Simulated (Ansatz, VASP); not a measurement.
# La in VASP and in Ansatz

```
La
1.0
     3.77430    0.00000    0.00000
    -1.88715    3.26864    0.00000
     0.00000    0.00000   12.08620
La
4
Direct
  0.00000 0.00000 0.00000
  0.00000 0.00000 0.50000
  0.33333 0.66667 0.75000
  0.66667 0.33333 0.25000
```

Alike in both runs: functional PBE; k mesh 10 × 10 × 3; occupations fermi-dirac, width 0.05 eV; collinear spin.

Ansatz relaxed the structure, and its values are those at the end. VASP's run is a single point on that final structure, the one shown.

|  | VASP | Ansatz |
| --- | --- | --- |
| version | VASP 6.6.1 | Ansatz 0.2.0 |
| potentials or method | VASP PAW PBE potentials, release 64 (La), cutoff 520 eV | plane waves (420 eV) with PAW, scalar-relativistic |
| valence electrons in the cell | 44 | 44 |

|  | VASP | Ansatz | Ansatz less VASP |
| --- | --- | --- | --- |
| pressure (GPa) | 0.1 | 0.0 | -0.07 |
| net moment per atom (μB) | 0.00 | 0.00 | 0.000 |

Ansatz's warnings: seeded moment not kept.

Spin-orbit coupling is off throughout.
